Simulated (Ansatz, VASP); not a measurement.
Two plane-wave programs on B

```
CELL_PARAMETERS angstrom
-1.35662 1.35662 3.35718
1.35662 -1.35662 3.35718
1.35662 1.35662 -3.35718
ATOMIC_POSITIONS crystal
B 0.37990 0.37990 0.00000
B 0.75000 0.25000 0.50000
B 0.62010 0.62010 0.00000
```

Alike in both runs: task relaxation of cell and atoms; functional PBE; k mesh 8 × 8 × 8; occupations gaussian, width 0.1 eV; no spin polarisation.

|  | VASP | Ansatz |
| --- | --- | --- |
| version | VASP 6.6.1 | Ansatz 0.2.0 |
| potentials or method | VASP PAW PBE potentials, release 64 (B), cutoff 600 eV | scalar-relativistic, plane waves, PAW |
| valence electrons in the cell | 9 | 9 |

```tsv
	VASP	Ansatz	Ansatz less VASP
gap on the k mesh at the Fermi level, each at its own relaxed structure (eV)	none	none	-
relaxed volume (Å³/atom)	8.88	8.88	+0.005
relaxed cell length with the largest relative difference (Å)	3.507	3.510	+0.0028
```

A gap of «none» marks a metal or a gap that the smearing closes.

The k mesh is coarse, so the values compare programs but aren't converged.
